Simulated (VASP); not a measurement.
Set up this calculation in VASP 6.6.1, as the native input.

```
Task                   : relaxation of cell and atoms
Functional             : r2SCAN
Potentials or basis    : VASP PAW PBE potentials, release 64 (Pb_d)
Cutoff                 : 600 eV
k mesh                 : 12 × 12 × 12
Occupations            : gaussian, width 0.1 eV
Spin                   : no spin polarisation
Dipole correction      : no
Further INCAR settings : ALGO = Normal; EDIFF = 1e-06; IBRION = 2; EDIFFG = -0.02; NSW = 90; ISIF = 3
```

Crystal: Pb.

```
CELL_PARAMETERS angstrom
-1.97966 1.97966 1.97966
1.97966 -1.97966 1.97966
1.97966 1.97966 -1.97966
ATOMIC_POSITIONS crystal
Pb 0.00000 0.00000 0.00000
```

The input as run:

POSCAR

```
Pb
1.0
   -1.9796595667      1.9796595667      1.9796595667
    1.9796595667     -1.9796595667      1.9796595667
    1.9796595667      1.9796595667     -1.9796595667
Pb
1
Direct
    0.0000000000      0.0000000000      0.0000000000
```

INCAR.step1

```
PREC = Accurate ; ENCUT = 600
ISMEAR = 0 ; SIGMA = 0.1
LREAL = F ; LASPH = T
NELM = 60 ; GGA = PE
ALGO = Normal ; EDIFF = 1E-4
LWAVE = T ; LCHARG = F
```

INCAR.step2

```
PREC = Accurate ; ENCUT = 600
EDIFF = 1E-6 ; ISMEAR = 0
SIGMA = 0.1 ; LREAL = F
LASPH = T ; NELM = 60
ALGO = Normal ; ISIF = 3
LWAVE = F ; LCHARG = F
METAGGA = R2SCAN ; LMIXTAU = T
IBRION = 2 ; NSW = 90
EDIFFG = -0.02 ; ISTART = 1
```

KPOINTS

```
regular mesh
0
Gamma
  12 12 12
```

Potentials or basis: VASP PAW PBE potentials, release 64 (Pb_d).

The run is started by

```console
$ cat potpaw_PBE.64/Pb_d/POTCAR > POTCAR
$ cp INCAR.step1 INCAR
$ mpirun -np 1 vasp_std > vasp.out
$ cp INCAR.step2 INCAR
$ mpirun -np 1 vasp_std > vasp.out
```

Results of the run:

- Pressure after relaxing: 0.0 GPa
- Band gap on the k mesh: zero (band 7 reaches 14.69 eV, above the bottom of band 8 at 4.89 eV)

Caveat: the relaxation stopped at its first step, so nothing moved; the PAW data sets were made with another functional, which shifts forces and pressure a little; spin-orbit coupling is left out, which moves the levels of the heavy elements.

It took 110 s on 1 thread of Intel(R) Xeon(R) Platinum 8175M CPU @ 2.50GHz (Skylake/Cascade Lake), on a shared host, peak memory 0.18 GiB.
